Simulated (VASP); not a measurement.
The system is SrAgI3.

```
Sr Ag I
1.0
     5.43498    0.00000    0.00000
     0.00000    5.43498    0.00000
     0.00000    0.00000    5.43498
Sr Ag I
1 1 3
Direct
  0.00000 0.00000 0.00000
  0.50000 0.50000 0.50000
  0.50000 0.50000 0.00000
  0.00000 0.50000 0.50000
  0.50000 0.00000 0.50000
```

The cell was generated, and may not be a known phase.

```yaml
Program: VASP 6.6.1
Task: relaxation of cell and atoms
Functional: PBE
Potentials_or_basis: VASP PAW PBE potentials, release 64 (Sr_sv, Ag, I)
Cutoff: 600 eV
k_mesh: 4 × 4 × 4
Occupations: gaussian, width 0.1 eV
Spin: no spin polarisation
```

At the start: pressure 8.0 GPa; volume 32.11 Å³/atom.

Q: How do energy, volume and symmetry change on relaxing?

A: Over 3 steps the energy falls by 146.6 meV/atom and the volume is 39.11 Å³/atom (+21.8 %); space group Pm-3m (No. 221, to 0.1 Å) before and after.

Step by step:
| step | energy change (eV) | largest force (eV/Å) | pressure (GPa) | volume (Å³) |
| --- | --- | --- | --- | --- |
| 1 | 0.0000 | 0.0000 | 7.95 | 160.54 |
| 2 | -0.7247 | 0.0000 | -0.56 | 200.49 |
| 3 | -0.7331 | 0.0000 | 0.03 | 195.57 |

Final structure:
```
CELL_PARAMETERS angstrom
5.80451 0.00000 0.00000
0.00000 5.80451 0.00000
0.00000 0.00000 5.80451
ATOMIC_POSITIONS crystal
Sr 0.00000 0.00000 0.00000
Ag 0.50000 0.50000 0.50000
I 0.50000 0.50000 0.00000
I 0.00000 0.50000 0.50000
I 0.50000 0.00000 0.50000
```

Caveat: the volume moved by over 15 % at a fixed basis, so the end points are rough.
